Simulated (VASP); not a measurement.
# SrTiO3 (Pm-3m) in VASP: notebook

Runs on SrTiO3. Level: PBE+U. Tasks: single point, relaxation of cell and atoms.

Program: VASP 6.6.1. These are calculated values, not measurements. Logs are shortened: lines on timing, memory, paths and dates and some standing lists are left out, and cuts for length are marked.

## 1. The cell of the first run

The structure is cubic, space group Pm-3m (No. 221). The conventional cell has a = 3.947 Å, b = 3.947 Å, c = 3.947 Å, α = 90.00°, β = 90.00°, γ = 90.00°. Within 3.7 Å of Sr (site symmetry m-3m) lie 12 O at 2.79 Å and 8 Ti at 3.42 Å. Within 2.6 Å of Ti (site symmetry m-3m) lie 6 O at 1.97 Å. O (site symmetry 4/mmm) has 2 Ti at 1.97 Å within 2.6 Å.

## 2. Single point, PBE+U

Contents of INCAR:

```
PREC     = Accurate       # precision mode
ENCUT    = 520            # plane-wave cutoff, eV
EDIFF    = 1E-6           # SCF threshold, eV
ISMEAR   = 0              # smearing method
SIGMA    = 0.05           # smearing width, eV
LREAL    = F              # projectors in reciprocal space
LASPH    = T              # aspherical terms in the spheres
NELM     = 150            # most SCF steps
ALGO     = Normal         # electronic algorithm
ISIF     = 2              # what is computed and relaxed
LWAVE    = F              # write WAVECAR
LCHARG   = F              # write CHGCAR
LMAXMIX  = 4              # l up to which the mixer works
LDAU     = T              # DFT+U
LDAUTYPE = 2            
LDAUL    = -1 2 -1        # shell
LDAUU    = 0 4 0          # U, eV
LDAUJ    = 0 0 0        
LDAUPRINT= 1            
GGA      = PE             # functional
NBANDS   = 28             # bands
```

Contents of KPOINTS:

```
regular mesh
0
Gamma
  6 6 6
```

Contents of POSCAR:

```
SrTiO3
1.0
    3.9471047620      0.0000000000      0.0000000000
    0.0000000000      3.9471047620      0.0000000000
    0.0000000000      0.0000000000      3.9471047620
Sr Ti O
1 1 3
Direct
    0.0000000000      0.0000000000      0.0000000000
    0.5000000000      0.5000000000      0.5000000000
    0.0000000000      0.5000000000      0.5000000000
    0.5000000000      0.0000000000      0.5000000000
    0.5000000000      0.5000000000      0.0000000000
```

Potentials or basis: VASP PAW PBE potentials, release 64 (Sr_sv, Ti_sv, O).

Started as:

```sh
> cat potpaw_PBE.64/Sr_sv/POTCAR potpaw_PBE.64/Ti_sv/POTCAR potpaw_PBE.64/O/POTCAR > POTCAR
> mpirun -np 1 vasp_std > vasp.out
```

OUTCAR:

```text
PREC = Accurate
   ENCUT = 520
   EDIFF = 1E-6
   ISMEAR = 0
   LREAL = F
   LASPH = T
   NELM = 150
   ISIF = 2
   GGA = PE

 ion  position               nearest neighbor table
   1  0.000  0.000  0.000-   3 2.79   4 2.79   5 2.79   3 2.79   4 2.79   3 2.79   5 2.79   3 2.79
                             4 2.79   5 2.79   4 2.79   5 2.79   2 3.42   2 3.42   2 3.42   2 3.42
   2  0.500  0.500  0.500-   3 1.97   4 1.97   5 1.97   5 1.97   4 1.97   3 1.97   1 3.42   1 3.42
                             1 3.42   1 3.42   1 3.42   1 3.42   1 3.42   1 3.42
   3  0.000  0.500  0.500-   2 1.97   2 1.97   1 2.79   1 2.79   1 2.79   1 2.79
   4  0.500  0.000  0.500-   2 1.97   2 1.97   1 2.79   1 2.79   1 2.79   1 2.79
   5  0.500  0.500  0.000-   2 1.97   2 1.97   1 2.79   1 2.79   1 2.79   1 2.79

  LATTYP: Found a simple cubic cell.
 ALAT       =     3.9471047620

  Lattice vectors:

 A1 = (   3.9471047620,   0.0000000000,   0.0000000000)
 A2 = (   0.0000000000,   3.9471047620,   0.0000000000)
 A3 = (   0.0000000000,   0.0000000000,   3.9471047620)

Analysis of symmetry for initial positions (statically):
=====================================================================
 Subroutine PRICEL returns:
 Original cell was already a primitive cell.

 Routine SETGRP: Setting up the symmetry group for a
 simple cubic supercell.

 Subroutine GETGRP returns: Found 48 space group operations
 (whereof 48 operations were pure point group operations)
 out of a pool of 48 trial point group operations.

The static configuration has the point symmetry O_h .

Analysis of symmetry for dynamics (positions and initial velocities):
=====================================================================
 Subroutine PRICEL returns:
 Original cell was already a primitive cell.

 Routine SETGRP: Setting up the symmetry group for a
 simple cubic supercell.

 Subroutine GETGRP returns: Found 48 space group operations
 (whereof 48 operations were pure point group operations)
 out of a pool of 48 trial point group operations.

The dynamic configuration has the point symmetry O_h .

 Subroutine INISYM returns: Found 48 space group operations
 (whereof 48 operations are pure point group operations),
 and found     1 'primitive' translations

----------------------------------------------------------------------------------------

                                     Primitive cell

  volume of cell :      61.4945

  direct lattice vectors                    reciprocal lattice vectors
     3.947104762  0.000000000  0.000000000     0.253350256  0.000000000  0.000000000
     0.000000000  3.947104762  0.000000000     0.000000000  0.253350256  0.000000000
     0.000000000  0.000000000  3.947104762     0.000000000  0.000000000  0.253350256

  length of vectors
     3.947104762  3.947104762  3.947104762     0.253350256  0.253350256  0.253350256

  position of ions in fractional coordinates (direct lattice)
     0.000000000  0.000000000  0.000000000
     0.500000000  0.500000000  0.500000000
     0.000000000  0.500000000  0.500000000
     0.500000000  0.000000000  0.500000000
     0.500000000  0.500000000  0.000000000

  ion indices of the primitive-cell ions
   primitive index   ion index
                 1           1
                 2           2
                 3           3
                 4           4
                 5           5

----------------------------------------------------------------------------------------

 KPOINTS: regular mesh

Automatic generation of k-mesh.
 Grid dimensions read from file:
 generate k-points for:    6    6    6

 Generating k-lattice:

  Cartesian coordinates                     Fractional coordinates (reciprocal lattice)
     0.042225043  0.000000000  0.000000000     0.166666667  0.000000000  0.000000000
     0.000000000  0.042225043  0.000000000     0.000000000  0.166666667  0.000000000
     0.000000000  0.000000000  0.042225043     0.000000000  0.000000000  0.166666667

  Length of vectors
     0.042225043  0.042225043  0.042225043

  Shift w.r.t. Gamma in fractional coordinates (k-lattice)
     0.000000000  0.000000000  0.000000000

 Subroutine IBZKPT returns following result:
 ===========================================

 Found     20 irreducible k-points:

 Following reciprocal coordinates:
            Coordinates               Weight
  0.000000  0.000000  0.000000      1.000000
  0.166667  0.000000  0.000000      6.000000
  0.333333  0.000000  0.000000      6.000000
  0.500000  0.000000  0.000000      3.000000
  0.166667  0.166667  0.000000     12.000000
  0.333333  0.166667  0.000000     24.000000
[... 12 lines left out ...]
  0.500000  0.500000  0.333333      6.000000
  0.500000  0.500000  0.500000      1.000000
   k-points           NKPTS =     20   k-points in BZ     NKDIM =     20   number of bands    NBANDS=     28
   number of dos      NEDOS =    301   number of ions     NIONS =      5
   total plane-waves  NPLWV =  27000
   dimension x,y,z NGX =    30 NGY =   30 NGZ =   30
   dimension x,y,z NGXF=    60 NGYF=   60 NGZF=   60
   ions per type =               1   1   3
   NGX,Y,Z   is equivalent  to a cutoff of  12.64, 12.64, 12.64 a.u.
   NGXF,Y,Z  is equivalent  to a cutoff of  25.27, 25.27, 25.27 a.u.
 SYSTEM =  unknown system
   PREC   = accura    normal or accurate (medium, high low for compatibility)
   ISTART =      0    job   : 0-new  1-cont  2-samecut
   ICHARG =      2    charge: 1-file 2-atom 10-const
   ISPIN  =      1    spin polarized calculation?
   LNONCOLLINEAR =      F non collinear calculations
   LSORBIT =      F    spin-orbit coupling
   LASPH  =      T    aspherical Exc in radial PAW
   ENCUT  =  520.0 eV  38.22 Ry    6.18 a.u.   7.34  7.34  7.34*2*pi/ulx,y,z
   NELM   =    150;   NELMIN=  2; NELMDL= -5     # of ELM steps
   EDIFF  = 0.1E-05   stopping-criterion for ELM
   LREAL  =      F    real-space projection
   EDIFFG = 0.1E-04   stopping-criterion for IOM
   NSW    =      0    number of steps for IOM
   IBRION =     -1    ionic relax: 0-MD 1-quasi-New 2-CG
   NFREE  =      0    steps in history (QN), initial steepest desc. (CG)
   ISIF   =      2    stress and relaxation
   ISYM   =      2    0-nonsym 1-usesym 2-fastsym
   POTIM  = 0.5000    time-step for ionic-motion
   TEBEG  =    0.0;   TEEND  =   0.0 temperature during run
   PSTRESS=    0.0 pullay stress
   NELECT =      40.0000    total number of electrons
   NUPDOWN=      -1.0000    fix difference up-down
   EMIN   =  10.00;   EMAX   =-10.00  energy-range for DOS
   EFERMI =   0.00;   METHOD = LEGACY
   ISMEAR =     0;   SIGMA  =   0.05  broadening in eV -4-tet -1-fermi 0-gaus
   EFERMI_NEDOS =   21; number of points for ismear=-14 and -15
   IALGO  =     38    algorithm
   IMIX   =      4    mixing-type and parameters
     AMIX     =   0.40;   BMIX     =  1.00
     AMIX_MAG =   1.60;   BMIX_MAG =  1.00
  volume/ion in A,a.u.               =      12.30        83.00
  Fermi-wavevector in a.u.,A,eV,Ry     =   1.418457  2.680495 27.375198  2.012020
  Thomas-Fermi vector in A             =   2.539580
   LORBIT       =      0    0 simple, 1 ext, 2 COOP (PROOUT), +10 PAW based schemes
 LDA+U is selected, type is set to LDAUTYPE =  2
   angular momentum for each species LDAUL =    -1    2   -1
   U (eV)           for each species LDAUU =   0.0  4.0  0.0
   J (eV)           for each species LDAUJ =   0.0  0.0  0.0
   GGA     = PE    functional components
   LHFCALC =     F    Hartree Fock is set to
   AEXX    =    0.0000 exact exchange contribution
   IVDW    =     0    specifies the selected vdW correction
   LEPSILON=     F    determine dielectric tensor
   LRPA    =     F    only Hartree local field effects (RPA)
 non-spin polarized calculation
 Gauss-broadening in eV      SIGMA  =   0.05
  energy-cutoff  :      520.00
  volume of cell :       61.49
 maximum number of plane-waves:      1675
 NGX is ok and might be reduce to    30
   NGX = 15   NGY = 15   NGZ = 15

atom =   2  type =  2  l = 2

 onsite density matrix

spin component  1

  0.1022 -0.0000  0.0000 -0.0000 -0.0000
 -0.0000  0.1022  0.0000 -0.0000  0.0000
  0.0000  0.0000  0.2476 -0.0000  0.0000
 -0.0000 -0.0000 -0.0000  0.1022 -0.0000
 -0.0000  0.0000  0.0000 -0.0000  0.2476

spin component  2

  0.1022 -0.0000  0.0000 -0.0000 -0.0000
 -0.0000  0.1022  0.0000 -0.0000  0.0000
  0.0000  0.0000  0.2476 -0.0000  0.0000
 -0.0000 -0.0000 -0.0000  0.1022 -0.0000
 -0.0000  0.0000  0.0000 -0.0000  0.2476

 occupancies and eigenvectors

  o =  0.1022  v =  0.0000 -0.7898  0.0000  0.6134  0.0000  0.0000  0.0000  0.0000  0.0000  0.0000      0.0000  0.0000  0.0000  0.0000  0.0000  0.0000  0.0000  0.0000  0.0000  0.0000
  o =  0.1022  v =  0.0000  0.0000  0.0000  0.0000  0.0000  0.0000 -0.7898  0.0000  0.6134  0.0000      0.0000  0.0000  0.0000  0.0000  0.0000  0.0000  0.0000  0.0000  0.0000  0.0000
  o =  0.1022  v =  0.0000  0.0000  0.0000  0.0000  0.0000  0.0000 -0.6134  0.0000 -0.7898  0.0000      0.0000  0.0000  0.0000  0.0000  0.0000  0.0000  0.0000  0.0000  0.0000  0.0000
  o =  0.1022  v =  0.0000 -0.6134  0.0000 -0.7898  0.0000  0.0000  0.0000  0.0000  0.0000  0.0000      0.0000  0.0000  0.0000  0.0000  0.0000  0.0000  0.0000  0.0000  0.0000  0.0000
  o =  0.1022  v =  0.0000  0.0000  0.0000  0.0000  0.0000  1.0000  0.0000  0.0000  0.0000  0.0000      0.0000  0.0000  0.0000  0.0000  0.0000  0.0000  0.0000  0.0000  0.0000  0.0000
  o =  0.1022  v =  1.0000  0.0000  0.0000  0.0000  0.0000  0.0000  0.0000  0.0000  0.0000  0.0000      0.0000  0.0000  0.0000  0.0000  0.0000  0.0000  0.0000  0.0000  0.0000  0.0000
  o =  0.2476  v =  0.0000  0.0000  0.9998  0.0000 -0.0182  0.0000  0.0000  0.0000  0.0000  0.0000      0.0000  0.0000  0.0000  0.0000  0.0000  0.0000  0.0000  0.0000  0.0000  0.0000
  o =  0.2476  v =  0.0000  0.0000  0.0000  0.0000  0.0000  0.0000  0.0000  0.9998  0.0000 -0.0182      0.0000  0.0000  0.0000  0.0000  0.0000  0.0000  0.0000  0.0000  0.0000  0.0000
  o =  0.2476  v =  0.0000  0.0000  0.0000  0.0000  0.0000  0.0000  0.0000  0.0182 -0.0000  0.9998      0.0000  0.0000  0.0000  0.0000  0.0000  0.0000  0.0000  0.0000  0.0000  0.0000
  o =  0.2476  v =  0.0000  0.0000  0.0182 -0.0000  0.9998  0.0000  0.0000  0.0000  0.0000  0.0000      0.0000  0.0000  0.0000  0.0000  0.0000  0.0000  0.0000  0.0000  0.0000  0.0000

 number of electron      39.9999986 magnetization

 Free energy of the ion-electron system (eV)
  ---------------------------------------------------
  ext. energy  EPLUGINS =         0.00000000
  ---------------------------------------------------
  free energy    TOTEN  =       -37.40420676 eV

  energy without entropy =      -37.40420676  energy(sigma->0) =      -37.40420676

 E-fermi :   4.2700     XC(G=0): -11.1101

 val. band max:        4.0409689419   @ k =   0.5000   0.5000   0.5000
 cond. band min:       6.3484665306   @ k =   0.0000   0.0000   0.0000
 fundamental gap:      2.3074975887
 Fermi energy:         4.2699523326

 k-point     1 :       0.0000    0.0000    0.0000
  band No.  band energies     occupation
      1     -53.6089      2.00000
      2     -29.7860      2.00000
      3     -29.7860      2.00000
      4     -29.7860      2.00000
      5     -28.8468      2.00000
      6     -13.3350      2.00000
[... 20 lines left out ...]
     27       9.3837      0.00000
     28       9.9156      0.00000

 k-point     2 :       0.1667    0.0000    0.0000
  band No.  band energies     occupation
      1     -53.6087      2.00000
      2     -29.8015      2.00000
      3     -29.7855      2.00000
      4     -29.7855      2.00000
      5     -28.8395      2.00000
      6     -13.3475      2.00000
[... 550 lines left out ...]
 k-point    20 :       0.5000    0.5000    0.5000
  band No.  band energies     occupation
      1     -53.6055      2.00000
      2     -29.8343      2.00000
      3     -29.8343      2.00000
      4     -29.8343      2.00000
      5     -28.7947      2.00000
      6     -12.0756      2.00000
[... 20 lines left out ...]
     27      12.0221      0.00000
     28      12.0221      0.00000

------------------------ aborting loop because EDIFF is reached ----------------------------------------

  FORCE on cell =-STRESS in cart. coord.  units (eV):
  Direction    XX          YY          ZZ          XY          YZ          ZX
  --------------------------------------------------------------------------------------
  -------------------------------------------------------------------------------------
  Total        1.0389076      1.0389076      1.0389076     -0.0000000     -0.0000000      0.0000000
  in kB       27.0677118     27.0677118     27.0677118     -0.0000000     -0.0000000      0.0000000
  external PRESSURE =      27.0677118 kB  Pullay stress =       0.0000000 kB

 VOLUME and BASIS-vectors are now :
 -----------------------------------------------------------------------------
  energy-cutoff  :      520.00
  volume of cell :       61.49
      direct lattice vectors                 reciprocal lattice vectors
     3.947104762  0.000000000  0.000000000     0.253350256  0.000000000  0.000000000
     0.000000000  3.947104762  0.000000000     0.000000000  0.253350256  0.000000000
     0.000000000  0.000000000  3.947104762     0.000000000  0.000000000  0.253350256

 POSITION                                       TOTAL-FORCE (eV/Angst)
 -----------------------------------------------------------------------------------
      0.00000      0.00000      0.00000         0.000000      0.000000      0.000000
      1.97355      1.97355      1.97355         0.000000      0.000000      0.000000
      0.00000      1.97355      1.97355         0.000000      0.000000      0.000000
      1.97355      0.00000      1.97355         0.000000      0.000000      0.000000
      1.97355      1.97355      0.00000         0.000000      0.000000      0.000000
 -----------------------------------------------------------------------------------
    total drift:                                0.000000      0.000000     -0.000000

  FREE ENERGIE OF THE ION-ELECTRON SYSTEM (eV)
  ---------------------------------------------------
  free  energy   TOTEN  =       -37.4042067585 eV

  energy  without entropy=      -37.4042067585  energy(sigma->0) =      -37.40420676
```

Wall time 17 s (1 thread of Intel Xeon 6975P-C (Granite Rapids), shared host); peak memory 0.18 GiB.

Results:

```yaml
Free_energy: -37.4042 eV
Pressure: 2.7 GPa
Band_gap_on_the_k_mesh: 2.31 eV, indirect (least direct gap 2.74 eV)
```

Eigenvalues of the final occupation matrices:
```
    site  spin  trace               eigenvalues
site 2 d     1   0.80  0.10 0.10 0.10 0.25 0.25
site 2 d     2   0.80  0.10 0.10 0.10 0.25 0.25
```

## 3. Single point, PBE+U

Contents of INCAR:

```
SYSTEM = SrTiO3
  PREC = Accurate
  ENCUT = 520
  EDIFF = 1E-7
  ISMEAR = 0
  SIGMA = 0.02
  LREAL = .FALSE.
  LASPH = .TRUE.
  NELM = 150
  ALGO = Normal
  ISIF = 2
  LWAVE = .FALSE.
  LCHARG = .TRUE.
  LMAXMIX = 4
  LDAU = .TRUE.
  LDAUTYPE = 2
  LDAUL = -1 2 -1
  LDAUU = 0 4 0
  LDAUJ = 0 0 0
  LDAUPRINT = 1
  GGA = PE
  LELF = .TRUE.
  LVHAR = .TRUE.
  NBANDS = 28
```

Contents of KPOINTS:

```
Automatic mesh
0
G
  8 8 8
  0 0 0
```

POSCAR is that of step 2.

Potentials or basis: VASP PAW PBE potentials, release 64 (Sr_sv, Ti_sv, O).

Started as:

```sh
> cat potpaw_PBE.64/Sr_sv/POTCAR potpaw_PBE.64/Ti_sv/POTCAR potpaw_PBE.64/O/POTCAR > POTCAR
> mpirun -np 1 vasp_std > vasp.out
```

Run time: 30 s. Hardware: 1 thread of Intel Xeon 6975P-C (Granite Rapids), shared host; peak memory 0.21 GiB.

Results (log left out):

```
Free energy            : -37.4047 eV
Pressure               : 2.7 GPa
Band gap on the k mesh : 2.31 eV, indirect (least direct gap 2.74 eV)
```

Levels at points of the mesh, in eV from the valence-band top:
| k point | band 18 | band 19 | band 20 | band 21 | band 22 | band 23 |
| --- | --- | --- | --- | --- | --- | --- |
| (0.00, 0.00, 0.00) | -0.43 | -0.43 | -0.43 | 2.31 | 2.31 | 2.31 |
| (0.50, 0.00, 0.00) | -1.91 | -0.80 | -0.80 | 2.49 | 4.08 | 4.08 |
| (0.50, 0.50, 0.00) | -1.56 | -1.56 | -0.09 | 4.10 | 4.10 | 4.56 |
| (0.50, 0.50, 0.50) | 0.00 | 0.00 | 0.00 | 4.75 | 4.75 | 4.75 |

Eigenvalues of the final occupation matrices:
```csv
site,spin,trace,eigenvalues
site 2 d,1,0.80,0.10 0.10 0.10 0.25 0.25
site 2 d,2,0.80,0.10 0.10 0.10 0.25 0.25
```

A k mesh can miss the band edges.

[end of part 1 of 2]
